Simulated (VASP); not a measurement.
Set up this calculation in VASP 6.6.1, as the native input.

```yaml
Task: single point
Functional: PBE
Potentials_or_basis: VASP PAW PBE potentials, release 64 (Yb, Bi_d)
Cutoff: 520 eV
k_mesh: 8 × 8 × 8
Occupations: gaussian, width 0.05 eV
Spin: collinear spin, zero start
Starting_moments: "[0.0, 0.0] μB"
Hubbard_terms: Yb f U = 6.0 eV
Dipole_correction: no
Further_INCAR_settings: ALGO = Normal; EDIFF = 1e-06; NBANDS = 30
```

The structure of YbBi lies in POSCAR:

```
YbBi
1.0
    4.0046098318      0.0000000000      0.0000000000
    0.0000000000      4.0046098318      0.0000000000
    0.0000000000      0.0000000000      4.0046098318
Yb Bi
1 1
Direct
    0.0000000000      0.0000000000      0.0000000000
    0.5000000000      0.5000000000      0.5000000000
```

These files were run (other wordings do the same):

INCAR

```
ALGO = Normal
EDIFF = 1E-6
ENCUT = 520
GGA = PE
ISIF = 2
ISMEAR = 0
ISPIN = 2
LASPH = T
LCHARG = F
LDAU = T
LDAUJ = 0 0
LDAUL = 3 -1
LDAUPRINT = 1
LDAUTYPE = 2
LDAUU = 6 0
LMAXMIX = 6
LORBIT = 11
LREAL = F
LWAVE = F
MAGMOM = 0 0
NBANDS = 30
NELM = 150
PREC = Accurate
SIGMA = 0.05
```

KPOINTS

```
k-points
0
Gamma
  8 8 8
```

Potentials or basis: VASP PAW PBE potentials, release 64 (Yb, Bi_d).

Run with:

```bash
$ cat potpaw_PBE.64/Yb/POTCAR potpaw_PBE.64/Bi_d/POTCAR > POTCAR
$ mpirun -np 1 vasp_std > vasp.out
```

It gave:

- Pressure: -1.1 GPa
- Net moment: 0.00 μB per cell
- Valence electrons inside the program's atomic spheres: Yb 22.20; Bi 12.88

Caveat: no moment was typed at the start, so none could form.

It took 4.4 min on 1 thread of Intel Xeon 8259CL, with other jobs on the host, peak memory 0.25 GiB.
